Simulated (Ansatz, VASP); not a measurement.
## SiW7: VASP beside Ansatz

```xyz
8
Lattice="3.2030 0.0000 0.0000 0.0000 3.2030 0.0000 0.0000 0.0000 12.2486" Properties=species:S:1:pos:R:3 pbc="T T T"
Si    0.0000    0.0000    0.0000
W     0.0000    0.0000    2.9739
W     1.6015    1.6015    4.5511
W     1.6015    1.6015   10.8257
W     1.6015    1.6015    1.4230
W     0.0000    0.0000    9.2747
W     1.6015    1.6015    7.6975
W     0.0000    0.0000    6.1243
```

Alike in both runs: task relaxation of cell and atoms; functional PBE; k mesh 10 × 10 × 4; occupations gaussian, width 0.1 eV; no spin polarisation.

```csv
,VASP,Ansatz
version,VASP 6.6.1,Ansatz 0.2.0
potentials or method,"VASP PAW PBE potentials, release 64 (Si, W_sv), cutoff 600 eV","scalar-relativistic, plane waves, PAW"
valence electrons in the cell,102,102
```

|  | VASP | Ansatz | Ansatz less VASP |
| --- | --- | --- | --- |
| gap on the k mesh at the Fermi level, each at its own relaxed structure (eV) | none | none | - |
| relaxed volume (Å³/atom) | 15.71 | 15.68 | -0.030 |
| relaxed length of the cell vector where the two differ most in proportion (Å) | 3.198 | 3.195 | -0.0025 |

A gap of «none» marks a metal or a gap that the smearing closes.

Spin-orbit coupling is off throughout.
